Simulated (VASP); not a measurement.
# Ta4N in VASP: relaxation of the atoms with PBE

Aim: the relaxation of the atoms of Ta4N with PBE.

Program: VASP 6.6.1. These are calculated values, not measurements. Logs are shortened: lines on timing, memory, paths and dates and some standing lists are left out, and cuts for length are marked.

**1. The cell of the first run**

The cell holds a slab with vacuum, 5 atoms: a = 3.319 Å, b = 3.319 Å, c = 20.300 Å, α = 90.00°, β = 90.00°, γ = 90.00°.

**2. Relaxation of the atoms, PBE**

INCAR

```
SYSTEM = Ta4N
ALGO = Normal
DIPOL = 0.5 0.5 0.364
EDIFF = 1E-7
EDIFFG = -0.025
ENCUT = 520
GGA = PE
IBRION = 2
IDIPOL = 3
ISIF = 2
ISMEAR = 0
LASPH = .True.
LCHARG = .False.
LDIPOL = .True.
LREAL = .False.
LWAVE = .False.
NELM = 100
NSW = 36
PREC = Accurate
SIGMA = 0.1
```

KPOINTS

```
k-points
0
Gamma
  8 8 1
  0 0 0
```

POSCAR

```
Ta4N
1.0
    3.3189671338      0.0000000000      0.0000000000
    0.0000000000      3.3189671338      0.0000000000
    0.0000000000      0.0000000000     20.2996559829
Ta N
4 1
Selective dynamics
Direct
    0.5000000000      0.5000000000      0.1970476743  F F F
    0.0000000000      0.0000000000      0.2787970186  F F F
    0.5000000000      0.5000000000      0.3599139064  F F F
    0.0000000000      0.0000000000      0.4334879365  F F F
    0.0000000000      0.0000000000      0.5527017794  F F T
```

Potentials or basis: VASP PAW PBE potentials, release 64 (Ta_pv, N).

Command:

```
$ cat potpaw_PBE.64/Ta_pv/POTCAR potpaw_PBE.64/N/POTCAR > POTCAR
$ mpirun -np 1 vasp_std > vasp.out
```

OUTCAR:

```text
SYSTEM = Ta4N
   EDIFF = 1E-7
   EDIFFG = -0.025
   ENCUT = 520
   GGA = PE
   IBRION = 2
   ISIF = 2
   ISMEAR = 0
   LASPH = .True.
   LREAL = .False.
   NELM = 100
   NSW = 36
   PREC = Accurate

 ion  position               nearest neighbor table
   1  0.500  0.500  0.197-   2 2.87   2 2.87   2 2.87   2 2.87   3 3.31
   2  0.000  0.000  0.279-   3 2.87   3 2.87   3 2.87   3 2.87   1 2.87   1 2.87   1 2.87   1 2.87
                             4 3.14
   3  0.500  0.500  0.360-   4 2.78   4 2.78   4 2.78   4 2.78   2 2.87   2 2.87   2 2.87   2 2.87
                             1 3.31
   4  0.000  0.000  0.433-   5 2.42   3 2.78   3 2.78   3 2.78   3 2.78   2 3.14
   5  0.000  0.000  0.553-   4 2.42

  LATTYP: Found a simple tetragonal cell.
 ALAT       =     3.3189671338
 C/A-ratio  =     6.1162570054

  Lattice vectors:

 A1 = (   3.3189671338,   0.0000000000,   0.0000000000)
 A2 = (   0.0000000000,   3.3189671338,   0.0000000000)
 A3 = (   0.0000000000,   0.0000000000,  20.2996559829)

Analysis of symmetry for initial positions (statically):
=====================================================================
 Subroutine PRICEL returns:
 Original cell was already a primitive cell.

 Routine SETGRP: Setting up the symmetry group for a
 simple tetragonal supercell.

 Subroutine GETGRP returns: Found  8 space group operations
 (whereof  8 operations were pure point group operations)
 out of a pool of 16 trial point group operations.

The static configuration has the point symmetry C_4v.

Analysis of symmetry for dynamics (positions and initial velocities):
=====================================================================
 Subroutine PRICEL returns:
 Original cell was already a primitive cell.

 Routine SETGRP: Setting up the symmetry group for a
 simple tetragonal supercell.

 Subroutine GETGRP returns: Found  8 space group operations
 (whereof  8 operations were pure point group operations)
 out of a pool of 16 trial point group operations.

The dynamic configuration has the point symmetry C_4v.

Analysis of constrained symmetry for selective dynamics:
=====================================================================
 Subroutine PRICEL returns:
 Original cell was already a primitive cell.

 Routine SETGRP: Setting up the symmetry group for a
 simple tetragonal supercell.

 Subroutine GETGRP returns: Found  8 space group operations
 (whereof  8 operations were pure point group operations)
 out of a pool of 16 trial point group operations.

The constrained configuration has the point symmetry C_4v.

 Subroutine INISYM returns: Found  8 space group operations
 (whereof  8 operations are pure point group operations),
 and found     1 'primitive' translations

----------------------------------------------------------------------------------------

                                     Primitive cell

  volume of cell :     223.6117

  direct lattice vectors                    reciprocal lattice vectors
     3.318967134  0.000000000  0.000000000     0.301298555  0.000000000  0.000000000
     0.000000000  3.318967134  0.000000000     0.000000000  0.301298555  0.000000000
     0.000000000  0.000000000 20.299655983     0.000000000  0.000000000  0.049261919

  length of vectors
     3.318967134  3.318967134 20.299655983     0.301298555  0.301298555  0.049261919

  position of ions in fractional coordinates (direct lattice)
     0.500000000  0.500000000  0.197047674
     0.000000000  0.000000000  0.278797019
     0.500000000  0.500000000  0.359913906
     0.000000000  0.000000000  0.433487937
     0.000000000  0.000000000  0.552701779

  ion indices of the primitive-cell ions
   primitive index   ion index
                 1           1
                 2           2
                 3           3
                 4           4
[... 30 lines left out ...]
  0.000000  0.000000  0.000000      1.000000
  0.125000  0.000000  0.000000      4.000000
  0.250000  0.000000  0.000000      4.000000
  0.375000  0.000000  0.000000      4.000000
  0.500000  0.000000  0.000000      2.000000
  0.125000  0.125000  0.000000      4.000000
  0.250000  0.125000  0.000000      8.000000
  0.375000  0.125000  0.000000      8.000000
  0.500000  0.125000  0.000000      4.000000
  0.250000  0.250000  0.000000      4.000000
  0.375000  0.250000  0.000000      8.000000
  0.500000  0.250000  0.000000      4.000000
  0.375000  0.375000  0.000000      4.000000
  0.500000  0.375000  0.000000      4.000000
  0.500000  0.500000  0.000000      1.000000
   k-points           NKPTS =     15   k-points in BZ     NKDIM =     15   number of bands    NBANDS=     29
   number of dos      NEDOS =    301   number of ions     NIONS =      5
   total plane-waves  NPLWV = 125440
   dimension x,y,z NGX =    28 NGY =   28 NGZ =  160
   dimension x,y,z NGXF=    56 NGYF=   56 NGZF=  320
   ions per type =               4   1
   NGX,Y,Z   is equivalent  to a cutoff of  14.03, 14.03, 13.10 a.u.
   NGXF,Y,Z  is equivalent  to a cutoff of  28.05, 28.05, 26.21 a.u.
 SYSTEM =  Ta4N
   PREC   = accura    normal or accurate (medium, high low for compatibility)
   ISTART =      0    job   : 0-new  1-cont  2-samecut
   ICHARG =      2    charge: 1-file 2-atom 10-const
   ISPIN  =      1    spin polarized calculation?
   LNONCOLLINEAR =      F non collinear calculations
   LSORBIT =      F    spin-orbit coupling
   LASPH  =      T    aspherical Exc in radial PAW
   ENCUT  =  520.0 eV  38.22 Ry    6.18 a.u.   6.17  6.17 37.74*2*pi/ulx,y,z
   NELM   =    100;   NELMIN=  2; NELMDL= -5     # of ELM steps
   EDIFF  = 0.1E-06   stopping-criterion for ELM
   LREAL  =      F    real-space projection
   EDIFFG = -.3E-01   stopping-criterion for IOM
   NSW    =     36    number of steps for IOM
   IBRION =      2    ionic relax: 0-MD 1-quasi-New 2-CG
   NFREE  =      1    steps in history (QN), initial steepest desc. (CG)
   ISIF   =      2    stress and relaxation
   ISYM   =      2    0-nonsym 1-usesym 2-fastsym
   POTIM  = 0.5000    time-step for ionic-motion
   TEBEG  =    0.0;   TEEND  =   0.0 temperature during run
   PSTRESS=    0.0 pullay stress
   NELECT =      49.0000    total number of electrons
   NUPDOWN=      -1.0000    fix difference up-down
   EMIN   =  10.00;   EMAX   =-10.00  energy-range for DOS
   EFERMI =   0.00;   METHOD = LEGACY
   ISMEAR =     0;   SIGMA  =   0.10  broadening in eV -4-tet -1-fermi 0-gaus
   EFERMI_NEDOS =   21; number of points for ismear=-14 and -15
   IALGO  =     38    algorithm
   IMIX   =      4    mixing-type and parameters
     AMIX     =   0.40;   BMIX     =  1.00
     AMIX_MAG =   1.60;   BMIX_MAG =  1.00
  volume/ion in A,a.u.               =      44.72       301.80
  Fermi-wavevector in a.u.,A,eV,Ry     =   0.986981  1.865123 13.253856  0.974131
  Thomas-Fermi vector in A             =   2.118401
   LORBIT       =      0    0 simple, 1 ext, 2 COOP (PROOUT), +10 PAW based schemes
   GGA     = PE    functional components
   LHFCALC =     F    Hartree Fock is set to
   AEXX    =    0.0000 exact exchange contribution
   IVDW    =     0    specifies the selected vdW correction
   LEPSILON=     F    determine dielectric tensor
   LRPA    =     F    only Hartree local field effects (RPA)
 conjugate gradient relaxation of ions
 non-spin polarized calculation
 Gauss-broadening in eV      SIGMA  =   0.10
  energy-cutoff  :      520.00
  volume of cell :      223.61
 maximum number of plane-waves:      6059
 NGX is ok and might be reduce to    28
   NGX = 13   NGY = 13   NGZ = 75

--------------------------------------- Ionic step        1  -------------------------------------------

 number of electron      48.9999997 magnetization

 Free energy of the ion-electron system (eV)
  ---------------------------------------------------
  ext. energy  EPLUGINS =         0.00000000
  ---------------------------------------------------
  free energy    TOTEN  =       -47.71507400 eV

  energy without entropy =      -47.68830691  energy(sigma->0) =      -47.70169046

------------------------ aborting loop because EDIFF is reached ----------------------------------------

  FORCE on cell =-STRESS in cart. coord.  units (eV):
  Direction    XX          YY          ZZ          XY          YZ          ZX
  --------------------------------------------------------------------------------------
  -------------------------------------------------------------------------------------
  Total       -4.3034614     -4.3034614     -9.0964736      0.0000000      0.0000000      0.0000000
  in kB      -30.8342869    -30.8342869    -65.1762042      0.0000000      0.0000000      0.0000000
  external PRESSURE =     -42.2815926 kB  Pullay stress =       0.0000000 kB
[... 98 lines left out ...]
  FREE ENERGIE OF THE ION-ELECTRON SYSTEM (eV)
  ---------------------------------------------------
  free  energy   TOTEN  =       -49.6598526115 eV

  energy  without entropy=      -49.6136945795  energy(sigma->0) =      -49.63677360

 dipolmoment           0.000000      0.000000     -0.600625 electrons x Angstroem

[... ionic steps 4 to 13 ...]

--------------------------------------- Ionic step       14  -------------------------------------------

 number of electron      48.9999995 magnetization

------------------------ aborting loop because EDIFF is reached ----------------------------------------
[... 73 lines left out ...]
--------------------------------------- Ionic step       16  -------------------------------------------

 number of electron      48.9999995 magnetization

 dipolmoment           0.000000      0.000000      0.263712 electrons x Angstroem

 Free energy of the ion-electron system (eV)
  ---------------------------------------------------
  ext. energy  EPLUGINS =         0.00000000
  ---------------------------------------------------
  free energy    TOTEN  =       -49.82686022 eV

  energy without entropy =      -49.77593344  energy(sigma->0) =      -49.80139683

 E-fermi :  -1.9196     XC(G=0):  -5.5994

 val. band max:       -1.9423734460   @ k =   0.2500   0.1250   0.0000
 cond. band min:      -1.9091019789   @ k =   0.1250   0.0000   0.0000
 fundamental gap:      0.0332714671
 Fermi energy:        -1.9195594973

 k-point     1 :       0.0000    0.0000    0.0000
  band No.  band energies     occupation
      1     -36.9119      2.00000
      2     -36.6974      2.00000
      3     -36.6974      2.00000
      4     -36.0239      2.00000
      5     -35.9517      2.00000
      6     -35.9517      2.00000
[... 469 lines left out ...]
     28       0.1490      0.00000
     29       0.4410      0.00000

------------------------ aborting loop because EDIFF is reached ----------------------------------------

 vacuum level on the upper side and lower side of the slab       (xc-potential included)         2.002        -2.314

  FORCE on cell =-STRESS in cart. coord.  units (eV):
  Direction    XX          YY          ZZ          XY          YZ          ZX
  --------------------------------------------------------------------------------------
  -------------------------------------------------------------------------------------
  Total       -1.4856562     -1.4856562      1.0888987      0.0000000      0.0000000      0.0000000
  in kB      -10.6447223    -10.6447223      7.8019556      0.0000000      0.0000000      0.0000000
  external PRESSURE =      -4.4958296 kB  Pullay stress =       0.0000000 kB
[... 20 lines left out ...]
  FREE ENERGIE OF THE ION-ELECTRON SYSTEM (eV)
  ---------------------------------------------------
  free  energy   TOTEN  =       -49.8268602216 eV

  energy  without entropy=      -49.7759334367  energy(sigma->0) =      -49.80139683

 reached required accuracy - stopping structural energy minimisation

 vacuum level on the upper side and lower side of the slab         6.207         1.789
```

Run time: 24 min. Hardware: 1 thread of Intel Xeon Platinum 8488C (Sapphire Rapids), shared host; peak memory 0.42 GiB.

Results:

* Free energy: -49.8269 eV
* Energy gained by relaxing: 422.4 meV/atom
* Ionic steps: 16
* Band gap on the k mesh: zero (an odd number of electrons rules out a gap without spin polarisation)

Step by step:
```
step  energy change (eV)  largest force on free atoms (eV/Å)  pressure (GPa)
   1              0.0000                              3.8126           -4.23
   2             -0.7267                              4.0491           -3.85
   3             -1.9448                              3.9338            1.38
   4             -1.7869                              3.0935           -2.43
   5             -2.0683                              1.4063           -1.23
   6             -2.1080                              0.4932           -0.19
   7             -2.1116                              0.1012           -0.49
   8             -2.1116                              0.0962           -0.49
   9             -2.1117                              0.0791           -0.48
  10             -2.1117                              0.0786           -0.48
  11             -2.1117                              0.0777           -0.48
  12             -2.1117                              0.0759           -0.48
  13             -2.1117                              0.0724           -0.48
  14             -2.1117                              0.0645           -0.47
  15             -2.1118                              0.0500           -0.47
  16             -2.1118                              0.0205           -0.45
```

Final structure:
```yaml
crystal:
  lattice:
    - [3.31897, 0.00000, 0.00000]
    - [0.00000, 3.31897, 0.00000]
    - [0.00000, 0.00000, 20.29966]
  atoms:
    - { symbol: Ta, position: [0.50000, 0.50000, 0.19705] }
    - { symbol: Ta, position: [0.00000, 0.00000, 0.27880] }
    - { symbol: Ta, position: [0.50000, 0.50000, 0.35991] }
    - { symbol: Ta, position: [0.00000, 0.00000, 0.43349] }
    - { symbol: N, position: [0.00000, 0.00000, 0.52114] }
```

Caveat: spin-orbit coupling is left out, which moves the levels of the heavy elements.

The gap in the log of VASP goes by the Fermi energy; the results here count the filled bands.